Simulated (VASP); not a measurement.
# AlNi3 (Pm-3m) in VASP: a series of runs

The runs below take AlNi3 through single point, with PBEsol, LDA.

Program: VASP 6.6.1. These are calculated values, not measurements. Logs are shortened: lines on timing, memory, paths and dates and some standing lists are left out, and cuts for length are marked.

## 1. The cell of the first run

The structure is cubic, space group Pm-3m (No. 221). Conventional cell: a = 3.546 Å, b = 3.546 Å, c = 3.546 Å, α = 90.00°, β = 90.00°, γ = 90.00°. Ni (site symmetry 4/mmm) has 8 Ni at 2.51 Å and 4 Al at 2.51 Å within 3.3 Å. Al (site symmetry m-3m) has 12 Ni at 2.51 Å within 3.3 Å.

## 2. Single point, PBEsol, collinear spin, ferromagnetic start

INCAR reads:

```
  PREC = Accurate
  ENCUT = 520
  EDIFF = 1E-7
  ISMEAR = -1
  SIGMA = 0.05
  LREAL = F
  LASPH = T
  NELM = 150
  ALGO = Fast
  ISIF = 2
  LWAVE = F
  LCHARG = F
  ISPIN = 2
  MAGMOM = 1 1 1 0
  LORBIT = 11
  LMAXMIX = 4
  GGA = PS
  NBANDS = 28
```

KPOINTS reads:

```
Automatic mesh
0
Gamma
  8 8 8
```

POSCAR reads:

```
AlNi3
1.0
    3.5463868949      0.0000000000      0.0000000000
    0.0000000000      3.5463868949      0.0000000000
    0.0000000000      0.0000000000      3.5463868949
Ni Al
3 1
Direct
    0.5000000000      0.5000000000      0.0000000000
    0.5000000000      0.0000000000      0.5000000000
    0.0000000000      0.5000000000      0.5000000000
    0.0000000000      0.0000000000      0.0000000000
```

Potentials or basis: VASP PAW PBE potentials, release 64 (Ni, Al).

Launch:

```
> cat potpaw_PBE.64/Ni/POTCAR potpaw_PBE.64/Al/POTCAR > POTCAR
> mpirun -np 1 vasp_std > vasp.out
```

OUTCAR:

```text
PREC = Accurate
   ENCUT = 520
   EDIFF = 1E-7
   ISMEAR = -1
   LREAL = F
   LASPH = T
   NELM = 150
   ISIF = 2
   ISPIN = 2
   LORBIT = 11
   GGA = PS

 ion  position               nearest neighbor table
   1  0.500  0.500  0.000-   2 2.51   3 2.51   4 2.51   2 2.51   3 2.51   2 2.51   4 2.51   2 2.51
                             3 2.51   4 2.51   3 2.51   4 2.51
   2  0.500  0.000  0.500-   1 2.51   3 2.51   4 2.51   1 2.51   4 2.51   1 2.51   3 2.51   1 2.51
                             3 2.51   4 2.51   4 2.51   3 2.51
   3  0.000  0.500  0.500-   1 2.51   2 2.51   4 2.51   1 2.51   4 2.51   2 2.51   4 2.51   4 2.51
                             1 2.51   2 2.51   1 2.51   2 2.51
   4  0.000  0.000  0.000-   1 2.51   2 2.51   3 2.51   2 2.51   3 2.51   1 2.51   3 2.51   3 2.51
                             1 2.51   2 2.51   2 2.51   1 2.51

  LATTYP: Found a simple cubic cell.
 ALAT       =     3.5463868949

  Lattice vectors:

 A1 = (   3.5463868949,   0.0000000000,   0.0000000000)
 A2 = (   0.0000000000,   3.5463868949,   0.0000000000)
 A3 = (   0.0000000000,   0.0000000000,   3.5463868949)

Analysis of symmetry for initial positions (statically):
=====================================================================
 Subroutine PRICEL returns:
 Original cell was already a primitive cell.

 Routine SETGRP: Setting up the symmetry group for a
 simple cubic supercell.

 Subroutine GETGRP returns: Found 48 space group operations
 (whereof 48 operations were pure point group operations)
 out of a pool of 48 trial point group operations.

The static configuration has the point symmetry O_h .

Analysis of symmetry for dynamics (positions and initial velocities):
=====================================================================
 Subroutine PRICEL returns:
 Original cell was already a primitive cell.

 Routine SETGRP: Setting up the symmetry group for a
 simple cubic supercell.

 Subroutine GETGRP returns: Found 48 space group operations
 (whereof 48 operations were pure point group operations)
 out of a pool of 48 trial point group operations.

The dynamic configuration has the point symmetry O_h .

Analysis of structural, dynamic, and magnetic symmetry:
=====================================================================
 Subroutine PRICEL returns:
 Original cell was already a primitive cell.

 Routine SETGRP: Setting up the symmetry group for a
 simple cubic supercell.

 Subroutine GETGRP returns: Found 48 space group operations
 (whereof 48 operations were pure point group operations)
 out of a pool of 48 trial point group operations.

The overall configuration has the point symmetry O_h .

 Subroutine INISYM returns: Found 48 space group operations
 (whereof 48 operations are pure point group operations),
 and found     1 'primitive' translations

----------------------------------------------------------------------------------------

                                     Primitive cell

  volume of cell :      44.6024

  direct lattice vectors                    reciprocal lattice vectors
     3.546386895  0.000000000  0.000000000     0.281977130  0.000000000  0.000000000
     0.000000000  3.546386895  0.000000000     0.000000000  0.281977130  0.000000000
     0.000000000  0.000000000  3.546386895     0.000000000  0.000000000  0.281977130

  length of vectors
     3.546386895  3.546386895  3.546386895     0.281977130  0.281977130  0.281977130

  position of ions in fractional coordinates (direct lattice)
     0.500000000  0.500000000  0.000000000
     0.500000000  0.000000000  0.500000000
     0.000000000  0.500000000  0.500000000
     0.000000000  0.000000000  0.000000000

  ion indices of the primitive-cell ions
   primitive index   ion index
                 1           1
                 2           2
                 3           3
                 4           4

----------------------------------------------------------------------------------------

 KPOINTS: Automatic mesh

Automatic generation of k-mesh.
 Grid dimensions read from file:
 generate k-points for:    8    8    8

 Generating k-lattice:

  Cartesian coordinates                     Fractional coordinates (reciprocal lattice)
     0.035247141  0.000000000  0.000000000     0.125000000  0.000000000  0.000000000
     0.000000000  0.035247141  0.000000000     0.000000000  0.125000000  0.000000000
     0.000000000  0.000000000  0.035247141     0.000000000  0.000000000  0.125000000

  Length of vectors
     0.035247141  0.035247141  0.035247141

  Shift w.r.t. Gamma in fractional coordinates (k-lattice)
     0.000000000  0.000000000  0.000000000

 Subroutine IBZKPT returns following result:
 ===========================================

 Found     35 irreducible k-points:

 Following reciprocal coordinates:
            Coordinates               Weight
  0.000000  0.000000  0.000000      1.000000
  0.125000  0.000000  0.000000      6.000000
  0.250000  0.000000  0.000000      6.000000
  0.375000  0.000000  0.000000      6.000000
  0.500000  0.000000  0.000000      3.000000
  0.125000  0.125000  0.000000     12.000000
[... 16 lines left out ...]
  0.375000  0.375000  0.125000     24.000000
  0.500000  0.375000  0.125000     24.000000
 [... further k-points ...]
   k-points           NKPTS =     35   k-points in BZ     NKDIM =     35   number of bands    NBANDS=     28
   number of dos      NEDOS =    301   number of ions     NIONS =      4
   total plane-waves  NPLWV =  21952
   dimension x,y,z NGX =    28 NGY =   28 NGZ =   28
   dimension x,y,z NGXF=    56 NGYF=   56 NGZF=   56
   ions per type =               3   1
   NGX,Y,Z   is equivalent  to a cutoff of  13.13, 13.13, 13.13 a.u.
   NGXF,Y,Z  is equivalent  to a cutoff of  26.25, 26.25, 26.25 a.u.
 SYSTEM =  unknown system
   PREC   = accura    normal or accurate (medium, high low for compatibility)
   ISTART =      0    job   : 0-new  1-cont  2-samecut
   ICHARG =      2    charge: 1-file 2-atom 10-const
   ISPIN  =      2    spin polarized calculation?
   LNONCOLLINEAR =      F non collinear calculations
   LSORBIT =      F    spin-orbit coupling
   LASPH  =      T    aspherical Exc in radial PAW
   ENCUT  =  520.0 eV  38.22 Ry    6.18 a.u.   6.59  6.59  6.59*2*pi/ulx,y,z
   NELM   =    150;   NELMIN=  2; NELMDL= -5     # of ELM steps
   EDIFF  = 0.1E-06   stopping-criterion for ELM
   LREAL  =      F    real-space projection
   EDIFFG = 0.1E-05   stopping-criterion for IOM
   NSW    =      0    number of steps for IOM
   IBRION =     -1    ionic relax: 0-MD 1-quasi-New 2-CG
   NFREE  =      0    steps in history (QN), initial steepest desc. (CG)
   ISIF   =      2    stress and relaxation
   ISYM   =      2    0-nonsym 1-usesym 2-fastsym
   POTIM  = 0.5000    time-step for ionic-motion
   TEBEG  =    0.0;   TEEND  =   0.0 temperature during run
   PSTRESS=    0.0 pullay stress
   NELECT =      33.0000    total number of electrons
   NUPDOWN=      -1.0000    fix difference up-down
   EMIN   =  10.00;   EMAX   =-10.00  energy-range for DOS
   EFERMI =   0.00;   METHOD = LEGACY
   ISMEAR =    -1;   SIGMA  =   0.05  broadening in eV -4-tet -1-fermi 0-gaus
   EFERMI_NEDOS =   21; number of points for ismear=-14 and -15
   IALGO  =     68    algorithm
   IMIX   =      4    mixing-type and parameters
     AMIX     =   0.40;   BMIX     =  1.00
     AMIX_MAG =   1.60;   BMIX_MAG =  1.00
  volume/ion in A,a.u.               =      11.15        75.25
  Fermi-wavevector in a.u.,A,eV,Ry     =   1.480676  2.798072 29.829431  2.192401
  Thomas-Fermi vector in A             =   2.594681
   LORBIT       =     11    0 simple, 1 ext, 2 COOP (PROOUT), +10 PAW based schemes
   GGA     = PS    functional components
   LHFCALC =     F    Hartree Fock is set to
   AEXX    =    0.0000 exact exchange contribution
   IVDW    =     0    specifies the selected vdW correction
   LEPSILON=     F    determine dielectric tensor
   LRPA    =     F    only Hartree local field effects (RPA)
 spin polarized calculation
 RMM-DIIS sequential band-by-band and
  energy-cutoff  :      520.00
  volume of cell :       44.60
 maximum number of plane-waves:      1222
 NGX is ok and might be reduce to    28
   NGX = 13   NGY = 13   NGZ = 13

 number of electron      32.9999992 magnetization       0.6452831

 Free energy of the ion-electron system (eV)
  ---------------------------------------------------
  ext. energy  EPLUGINS =         0.00000000
  ---------------------------------------------------
  free energy    TOTEN  =       -24.28991686 eV

  energy without entropy =      -24.25790039  energy(sigma->0) =      -24.27390862

 E-fermi :   9.4922     XC(G=0): -12.8953

 val. band max:        9.4903826337   @ k =   0.3750   0.2500   0.1250
 cond. band min:       9.4968173499   @ k =   0.2500   0.2500   0.0000
 fundamental gap:      0.0064347162
 Fermi energy:         9.4922146037

 spin component 1

 k-point     1 :       0.0000    0.0000    0.0000
  band No.  band energies     occupation
      1      -0.5437      1.00000
      2       5.1352      1.00000
      3       5.8072      1.00000
      4       5.8072      1.00000
      5       6.1729      1.00000
      6       6.1729      1.00000
[... 733 lines left out ...]
     27      24.3946      0.00000
     28      24.6079      0.00000

 [... further k-points ...]

 spin component 2

 k-point     1 :       0.0000    0.0000    0.0000
  band No.  band energies     occupation
      1      -0.5616      1.00000
      2       5.2229      1.00000
      3       5.9463      1.00000
      4       5.9463      1.00000
      5       6.4177      1.00000
      6       6.4177      1.00000
[... 733 lines left out ...]
     27      24.3786      0.00000
     28      24.6386      0.00000

 [... further k-points ...]

------------------------ aborting loop because EDIFF is reached ----------------------------------------

  FORCE on cell =-STRESS in cart. coord.  units (eV):
  Direction    XX          YY          ZZ          XY          YZ          ZX
  --------------------------------------------------------------------------------------
  -------------------------------------------------------------------------------------
  Total       -1.1880836     -1.1880836     -1.1880836      0.0000000     -0.0000000      0.0000000
  in kB      -42.6775263    -42.6775263    -42.6775263      0.0000000     -0.0000000      0.0000000
  external PRESSURE =     -42.6775263 kB  Pullay stress =       0.0000000 kB

 VOLUME and BASIS-vectors are now :
 -----------------------------------------------------------------------------
  energy-cutoff  :      520.00
  volume of cell :       44.60
      direct lattice vectors                 reciprocal lattice vectors
     3.546386895  0.000000000  0.000000000     0.281977130  0.000000000  0.000000000
     0.000000000  3.546386895  0.000000000     0.000000000  0.281977130  0.000000000
     0.000000000  0.000000000  3.546386895     0.000000000  0.000000000  0.281977130

 POSITION                                       TOTAL-FORCE (eV/Angst)
 -----------------------------------------------------------------------------------
      1.77319      1.77319      0.00000         0.000000      0.000000      0.000000
      1.77319      0.00000      1.77319         0.000000      0.000000      0.000000
      0.00000      1.77319      1.77319         0.000000      0.000000      0.000000
      0.00000      0.00000      0.00000         0.000000      0.000000      0.000000
 -----------------------------------------------------------------------------------
    total drift:                                0.000000      0.000000      0.000000

  FREE ENERGIE OF THE ION-ELECTRON SYSTEM (eV)
  ---------------------------------------------------
  free  energy   TOTEN  =       -24.2899168573 eV

  energy  without entropy=      -24.2579003878  energy(sigma->0) =      -24.27390862

 total charge

# of ion       s       p       d       tot
------------------------------------------
    1        0.502   0.530   8.387   9.419
    2        0.502   0.530   8.387   9.419
    3        0.502   0.530   8.387   9.419
    4        0.407   0.395   0.000   0.803
--------------------------------------------------
tot          1.912   1.987  25.160  29.059

 magnetization (x)

# of ion       s       p       d       tot
------------------------------------------
    1       -0.002  -0.007   0.237   0.228
    2       -0.002  -0.007   0.237   0.228
    3       -0.002  -0.007   0.237   0.228
    4       -0.000  -0.007   0.000  -0.007
--------------------------------------------------
tot         -0.008  -0.028   0.712   0.676
```

Wall time 62 s (1 thread of Intel Xeon Platinum 8488C (Sapphire Rapids), shared host); peak memory 0.2 GiB.

Results:

* Free energy: -24.2899 eV
* Pressure: -4.3 GPa
* Net moment: 0.65 μB per cell
* Site moments: Ni +0.23; Al -0.01 μB
* Valence electrons inside the program's atomic spheres: Ni 9.42; Al 0.80

Caveat: the cell stands under tension; the PAW data sets were made with another functional, which shifts forces and pressure a little.

## 3. Single point, LDA, collinear spin, ferromagnetic start

This run uses another cell than the first one, of 11.37 Å³/atom.

INCAR reads:

```
SYSTEM = AlNi3
ALGO = Fast
EDIFF = 1E-6
ENCUT = 520
ISIF = 2
ISMEAR = -1
ISPIN = 2
LASPH = .TRUE.
LCHARG = .FALSE.
LMAXMIX = 4
LORBIT = 11
LREAL = .FALSE.
LWAVE = .FALSE.
MAGMOM = 1 1 1 0
NBANDS = 28
NELM = 150
PREC = Accurate
SIGMA = 0.05
```

KPOINTS reads:

```
k-points
0
G
  8 8 8
  0 0 0
```

POSCAR reads:

```
AlNi3
1.0
    3.5694160265      0.0000000000      0.0000000000
    0.0000000000      3.5694160265      0.0000000000
    0.0000000000      0.0000000000      3.5694160265
Ni Al
3 1
Direct
    0.5000000000      0.5000000000      0.0000000000
    0.5000000000      0.0000000000      0.5000000000
    0.0000000000      0.5000000000      0.5000000000
    0.0000000000      0.0000000000      0.0000000000
```

Potentials or basis: VASP PAW LDA potentials, release 64 (Ni, Al).

Launch:

```
> cat potpaw_LDA.64/Ni/POTCAR potpaw_LDA.64/Al/POTCAR > POTCAR
> mpirun -np 1 vasp_std > vasp.out
```

OUTCAR:

```text
SYSTEM = AlNi3
   EDIFF = 1E-6
   ENCUT = 520
   ISIF = 2
   ISMEAR = -1
   ISPIN = 2
   LASPH = .TRUE.
   LORBIT = 11
   LREAL = .FALSE.
   NELM = 150
   PREC = Accurate

 ion  position               nearest neighbor table
   1  0.500  0.500  0.000-   2 2.52   3 2.52   4 2.52   2 2.52   3 2.52   2 2.52   4 2.52   2 2.52
                             3 2.52   4 2.52   3 2.52   4 2.52
   2  0.500  0.000  0.500-   1 2.52   3 2.52   4 2.52   1 2.52   4 2.52   1 2.52   3 2.52   1 2.52
                             3 2.52   4 2.52   4 2.52   3 2.52
   3  0.000  0.500  0.500-   1 2.52   2 2.52   4 2.52   1 2.52   4 2.52   2 2.52   4 2.52   4 2.52
                             1 2.52   2 2.52   1 2.52   2 2.52
   4  0.000  0.000  0.000-   1 2.52   2 2.52   3 2.52   2 2.52   3 2.52   1 2.52   3 2.52   3 2.52
                             1 2.52   2 2.52   2 2.52   1 2.52

  LATTYP: Found a simple cubic cell.
 ALAT       =     3.5694160265

  Lattice vectors:

 A1 = (   3.5694160265,   0.0000000000,   0.0000000000)
 A2 = (   0.0000000000,   3.5694160265,   0.0000000000)
[... 1699 lines left out ...]

  FORCE on cell =-STRESS in cart. coord.  units (eV):
  Direction    XX          YY          ZZ          XY          YZ          ZX
  --------------------------------------------------------------------------------------
  -------------------------------------------------------------------------------------
  Total       -3.9105841     -3.9105841     -3.9105841      0.0000000     -0.0000000      0.0000000
  in kB     -137.7719164   -137.7719164   -137.7719164      0.0000000     -0.0000000      0.0000000
  external PRESSURE =    -137.7719164 kB  Pullay stress =       0.0000000 kB

 VOLUME and BASIS-vectors are now :
 -----------------------------------------------------------------------------
  energy-cutoff  :      520.00
  volume of cell :       45.48
      direct lattice vectors                 reciprocal lattice vectors
     3.569416026  0.000000000  0.000000000     0.280157872  0.000000000  0.000000000
     0.000000000  3.569416026  0.000000000     0.000000000  0.280157872  0.000000000
     0.000000000  0.000000000  3.569416026     0.000000000  0.000000000  0.280157872

 POSITION                                       TOTAL-FORCE (eV/Angst)
 -----------------------------------------------------------------------------------
      1.78471      1.78471      0.00000         0.000000      0.000000      0.000000
      1.78471      0.00000      1.78471         0.000000      0.000000      0.000000
      0.00000      1.78471      1.78471         0.000000      0.000000      0.000000
      0.00000      0.00000      0.00000         0.000000      0.000000      0.000000
 -----------------------------------------------------------------------------------
    total drift:                                0.000000      0.000000      0.000000

  FREE ENERGIE OF THE ION-ELECTRON SYSTEM (eV)
  ---------------------------------------------------
  free  energy   TOTEN  =       -25.6929999482 eV

  energy  without entropy=      -25.6541796993  energy(sigma->0) =      -25.67358982

 total charge

# of ion       s       p       d       tot
------------------------------------------
    1        0.493   0.506   8.396   9.395
    2        0.493   0.506   8.396   9.395
    3        0.493   0.506   8.396   9.395
    4        0.411   0.391   0.000   0.802
--------------------------------------------------
tot          1.890   1.908  25.189  28.987

 magnetization (x)

# of ion       s       p       d       tot
------------------------------------------
    1       -0.001  -0.003   0.162   0.158
    2       -0.001  -0.003   0.162   0.158
    3       -0.001  -0.003   0.162   0.158
    4       -0.000  -0.004   0.000  -0.004
--------------------------------------------------
tot         -0.004  -0.014   0.486   0.468
```

stdout:

```text
POSCAR found type information on POSCAR NiAl
 POSCAR found :  2 types and       4 ions
 scaLAPACK will be used
 LDA part: xc-table for (Slater(with rela. corr.)+CA(PZ))
 , standard interpolation
 POSCAR, INCAR and KPOINTS ok, starting setup
 FFT: planning ... GRIDC
 FFT: planning ... GRID_SOFT
 FFT: planning ... GRID
 WAVECAR not read
 entering main loop
WARNING in EDDRMM: call to ZHEGV failed, returncode =   8  4     27
```

It took 58 s on 1 thread of Intel Xeon Platinum 8488C (Sapphire Rapids), shared host; peak memory 0.18 GiB.

What came out:

```yaml
Free_energy: -25.6930 eV
Pressure: -13.8 GPa
Net_moment: 0.45 μB per cell
Site_moments: Ni +0.16; Al -0.00 μB
Valence_electrons_inside_the_program's_atomic_spheres: Ni 9.39; Al 0.80
```

Levels at points of the mesh, in eV from the Fermi level:
Spin up:
```csv
k point,band 15,band 16,band 17,band 18,band 19,band 20
"(0.00, 0.00, 0.00)",0.05,0.05,0.91,0.91,0.91,6.59
"(0.50, 0.00, 0.00)",-0.95,-0.41,0.05,5.51,5.51,5.60
"(0.50, 0.50, 0.00)",-0.88,-0.86,-0.49,0.93,0.93,8.12
"(0.50, 0.50, 0.50)",-0.98,-0.14,-0.14,-0.14,-0.09,3.37
```
Spin down:
| k point | band 14 | band 15 | band 16 | band 17 | band 18 | band 19 |
| --- | --- | --- | --- | --- | --- | --- |
| (0.00, 0.00, 0.00) | 0.26 | 0.26 | 0.26 | 0.91 | 0.91 | 0.91 |
| (0.50, 0.00, 0.00) | -0.95 | -0.81 | -0.28 | 0.26 | 5.55 | 5.55 |
| (0.50, 0.50, 0.00) | -1.02 | -0.76 | -0.66 | -0.40 | 1.08 | 1.08 |
| (0.50, 0.50, 0.50) | -0.86 | -0.86 | -0.08 | 0.05 | 0.05 | 0.05 |

Caveat: the cell stands under tension.
